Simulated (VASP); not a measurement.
Wanted: the native input for a VASP 6.6.1 run.

* Task: single point
* Functional: PBEsol
* Potentials or basis: VASP PAW PBE potentials, release 64 (Zn, Se)
* Cutoff: 520 eV
* k mesh: 8 × 8 × 8
* Occupations: gaussian, width 0.02 eV
* Spin: no spin polarisation
* Dipole correction: no
* Further INCAR settings: ALGO = Normal; EDIFF = 1e-06; NBANDS = 16

The structure of ZnSe lies in POSCAR:

```
ZnSe
1.0
    0.0000000000      2.8146151740      2.8146151740
    2.6445871740      0.0000000000      2.8146151740
    2.6445871740      2.8146151740      0.0000000000
Zn Se
1 1
Direct
    0.0000000000      0.0000000000      0.0000000000
    0.7500000000      0.7500000000      0.7500000000
```

This cell differs from its parent crystal: strained.

One way to write it, as run:

INCAR

```
SYSTEM = ZnSe
PREC = Accurate
ENCUT = 520
EDIFF = 1E-6
ISMEAR = 0
SIGMA = 0.02
LREAL = .FALSE.
LASPH = .TRUE.
NELM = 60
ALGO = Normal
ISIF = 2
LWAVE = .FALSE.
LCHARG = .TRUE.
GGA = PS
LELF = .TRUE.
LVHAR = .TRUE.
NBANDS = 16
```

KPOINTS

```
Automatic mesh
0
G
  8 8 8
  0 0 0
```

Potentials or basis: VASP PAW PBE potentials, release 64 (Zn, Se).

The run is started by

```sh
$ cat potpaw_PBE.64/Zn/POTCAR potpaw_PBE.64/Se/POTCAR > POTCAR
$ mpirun -np 1 vasp_std > vasp.out
```

It gave:

- Pressure: 5.1 GPa
- Band gap on the k mesh: 1.36 eV

Caveat: the cell differs from its parent crystal (strained); the cell stands under pressure; the PAW data sets were made with another functional, which shifts forces and pressure a little.

It took 47 s on 1 thread of Intel Xeon 8259CL, on a shared host, peak memory 0.19 GiB.
